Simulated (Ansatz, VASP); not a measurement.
## Two plane-wave programs on As2Se

```
CELL_PARAMETERS angstrom
-3.46999 3.46999 2.61564
3.46999 -3.46999 2.61564
3.46999 3.46999 -2.61564
ATOMIC_POSITIONS crystal
As 0.87500 0.12500 0.75000
As 0.37500 0.12500 0.25000
As 0.87500 0.62500 0.75000
As 0.87500 0.12500 0.25000
Se 0.50000 0.50000 0.00000
Se 0.25000 0.75000 0.50000
```

Alike in both runs: functional PBEsol; k mesh 8 × 8 × 8; occupations gaussian, width 0.1 eV; no spin polarisation.

Ansatz relaxed the structure, and its values are those at the end. VASP's run is a single point on that final structure, the one shown.

```csv
,VASP,Ansatz
version,VASP 6.6.1,Ansatz 0.2.0
potentials or method,"VASP PAW PBE potentials, release 64 (As, Se), cutoff 520 eV","scalar-relativistic, plane waves, PAW"
valence electrons in the cell,32,92
```

Ansatz gave:

| Quantity | Value |
| --- | --- |
| gap on the k mesh at the Fermi level (eV) | none |
| pressure (GPa) | 0.0 |

**Question.** What did VASP give for the same quantities?

**Answer.** gap on the k mesh at the Fermi level (eV): none; pressure (GPa): 0.2.

VASP's potentials were made for PBE, not for PBEsol. A gap of «none» marks a metal or a gap that the smearing closes. The functional is the same, so the differences come from potentials, cutoffs and numerics. VASP's potentials hold 32 valence electrons a cell and Ansatz's 92, so a difference there can come from the potentials and not from the codes.
